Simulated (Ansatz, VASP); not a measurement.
**Two plane-wave programs on C**

The input INCAR:

```
PREC     = Accurate       # precision mode
ENCUT    = 520            # plane-wave cutoff, eV
EDIFF    = 1E-6           # SCF threshold, eV
ISMEAR   = -1             # smearing method
SIGMA    = 0.02           # smearing width, eV
LREAL    = False          # projectors in reciprocal space
LASPH    = True           # aspherical terms in the spheres
NELM     = 80             # most SCF steps
ALGO     = Normal         # electronic algorithm
ISIF     = 2              # what is computed and relaxed
LWAVE    = False          # write WAVECAR
LCHARG   = False          # write CHGCAR
GGA      = PE             # functional
NBANDS   = 11             # bands
```

File KPOINTS:

```
Automatic mesh
0
Gamma
  12 12 12
```

POSCAR

```
C
1.0
    0.0000000000      1.7801241425      1.7623229011
    1.7801241425      0.0000000000      1.7623229011
    1.7801241425      1.7801241425      0.0000000000
C
2
Direct
    0.0000000000      0.0000000000      0.0000000000
    0.2500000000      0.2500000000      0.2500000000
```

Input for Ansatz:

```yaml
crystal:
  lattice:
    - [0.0, 1.7801241425, 1.7623229011]
    - [1.7801241425, 0.0, 1.7623229011]
    - [1.7801241425, 1.7801241425, 0.0]
  atoms:
    - { symbol: C, position: [0.0, 0.0, 0.0] }
    - { symbol: C, position: [0.25, 0.25, 0.25] }
kpoints:
  mp_grid: { grid: [12, 12, 12] }
  band_path:
    path:
      - [0.0, 0.0, 0.0]
      - [0.5, 0.0, 0.5]
      - [0.625, 0.25, 0.625]
      - [0.375, 0.375, 0.75]
      - [0.5, 0.5, 0.5]
      - [0.5, 0.25, 0.75]
      - [0.365885, 0.365885, 0.0]
    npoints: 1
hamiltonian:
  xc: pbe
scf:
  occupations: { method: fermi_dirac, width: 0.02 }
  n_extra_bands: 4
output:
  forces: true
  stress: true
  eigenvalues: true
  write_density: true
  write_potential: true
  elf: true
  volumetric_format: npy
```

Change from the starting cell: uniaxial_z strain -1.0%.

Alike in both runs: task single point; functional PBE; k mesh 12 × 12 × 12; occupations fermi-dirac, width 0.02 eV; no spin polarisation.

|  | VASP | Ansatz |
| --- | --- | --- |
| version | VASP 6.6.1 | Ansatz 0.2.0 |
| potentials or method | VASP PAW PBE potentials, release 64 (C) | plane waves, PAW |
| plane-wave cutoff (eV) | 520 | 420 |
| valence electrons in the cell | 8 | 8 |

|  | VASP | Ansatz | Ansatz less VASP |
| --- | --- | --- | --- |
| gap on the k mesh at the Fermi level (eV) | 3.93 | 3.94 | +0.005 |
| pressure (GPa) | 9.5 | 8.8 | -0.75 |
| traceless stress, the component that is largest in VASP (GPa) | 6.27 | 6.27 | +0.004 |
